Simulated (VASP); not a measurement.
A run of VASP 6.6.1 is set up as follows.

INCAR

```
SYSTEM = Pt
PREC = Accurate
ENCUT = 600
EDIFF = 1E-7
ISMEAR = -1
SIGMA = 0.1
LREAL = .False.
LASPH = .True.
NELM = 80
ALGO = Normal
ISIF = 3
LWAVE = .False.
LCHARG = .False.
IBRION = 2
NSW = 80
EDIFFG = -0.01
```

KPOINTS

```
regular mesh
0
Gamma
  13 13 7
  0 0 0
```

The input POSCAR:

```
Pt
1.0
    2.7740467412      0.0000000000      0.0000000000
   -1.3870233706      2.4023949491      0.0000000000
    0.0000000000      0.0000000000      4.5300183283
Pt
2
Direct
    0.3333333333      0.6666666667      0.2500000000
    0.6666666667      0.3333333333      0.7500000000
```

Potentials or basis: VASP PAW LDA potentials, release 64 (Pt).

The run is started by

```bash
$ cat potpaw_LDA.64/Pt/POTCAR > POTCAR
$ mpirun -np 1 vasp_std > vasp.out
```

Task: Predict the relaxed volume.

Result: 14.90 Å³/atom.

Task: Predict the space group after relaxing (to 0.1 Å).

Result: P6_3/mmc (No. 194).

The path:
```tsv
step	energy change (eV)	largest force (eV/Å)	pressure (GPa)	volume (Å³)
1	0.0000	0.0000	-3.69	30.19
2	0.0128	0.0000	12.67	28.68
3	-0.0164	0.0000	2.81	29.52
4	-0.0297	0.0000	0.67	29.77
5	-0.0308	0.0000	1.01	29.72
6	-0.0294	0.0000	-2.25	30.04
7	-0.0312	0.0000	0.02	29.81
```
